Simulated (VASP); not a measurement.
TePb, 2 atoms in the cell. The structure is cubic, space group Fm-3m (No. 225). Conventional cell: a = 6.536 Å, b = 6.536 Å, c = 6.536 Å, α = 90.00°, β = 90.00°, γ = 90.00°. Pb (site symmetry m-3m) has 6 Te at 3.27 Å within 4.3 Å. Te (site symmetry m-3m) has 6 Pb at 3.27 Å within 4.3 Å. 

| Property | Result |
| --- | --- |
| Program | VASP 6.6.1 |
| Task | single point |
| Functional | PBE |
| Potentials or basis | VASP PAW PBE potentials, release 64 (Pb_d, Te) |
| Cutoff | 520 eV |
| k mesh | 6 × 6 × 6 |
| Occupations | methfessel-paxton, width 0.2 eV |
| Spin | no spin polarisation |
| Dipole correction | no |
| Further INCAR settings | ALGO = Normal; EDIFF = 1e-06; NBANDS = 17 |

Potentials or basis: VASP PAW PBE potentials, release 64 (Pb_d, Te).

Command:

```bash
$ cat potpaw_PBE.64/Pb_d/POTCAR potpaw_PBE.64/Te/POTCAR > POTCAR
$ mpirun -np 1 vasp_std > vasp.out
```

Hardware: 1 thread of Intel(R) Xeon(R) 6975P-C (Granite Rapids), on a shared host.

Task: Estimate the wall time of this run.

Result: Run time: 9 s on 1 thread of Intel(R) Xeon(R) 6975P-C (Granite Rapids), on a shared host, peak memory 0.2 GiB. Counts: scf iterations 12, k points 16.
